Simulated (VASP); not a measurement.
Input of a VASP 6.6.1 run:

File INCAR:

```
  PREC = Accurate
  ENCUT = 520
  EDIFF = 1E-8
  ISMEAR = -1
  SIGMA = 0.03
  LREAL = False
  LASPH = True
  NELM = 150
  ALGO = Normal
  ISIF = 2
  LWAVE = False
  LCHARG = False
  ISPIN = 2
  MAGMOM = 1.5
  LORBIT = 11
  LMAXMIX = 4
  GGA = PE
  LEFG = True
  NBANDS = 16
```

The input KPOINTS:

```
Automatic mesh
0
Gamma
  19 19 19
```

File POSCAR:

```
V
1.0
   -1.4978700000      1.4978700000      1.5130000000
    1.4978700000     -1.4978700000      1.5130000000
    1.4978700000      1.4978700000     -1.5130000000
V
1
Direct
    0.0000000000      0.0000000000      0.0000000000
```

Potentials or basis: VASP PAW PBE potentials, release 64 (V_sv).

The run is started by

```console
$ cat potpaw_PBE.64/V_sv/POTCAR > POTCAR
$ mpirun -np 1 vasp_std > vasp.out
```

Problem. Estimate the net moment.

Solution. 0.00 μB per cell.

Problem. Estimate the pressure.

Solution. -1.5 GPa.

Stress tensor (GPa, compression positive):
```
-1.10  0.00  0.00
 0.00 -1.10  0.00
 0.00  0.00 -2.32
```

Caveat: the cell differs from its parent crystal (equal xx and yy strain of -1 %); the moments typed at the start vanished in this run; without QUAD_EFG the Cq values of the log hold for a quadrupole moment of 1 mb, not for the nuclei.
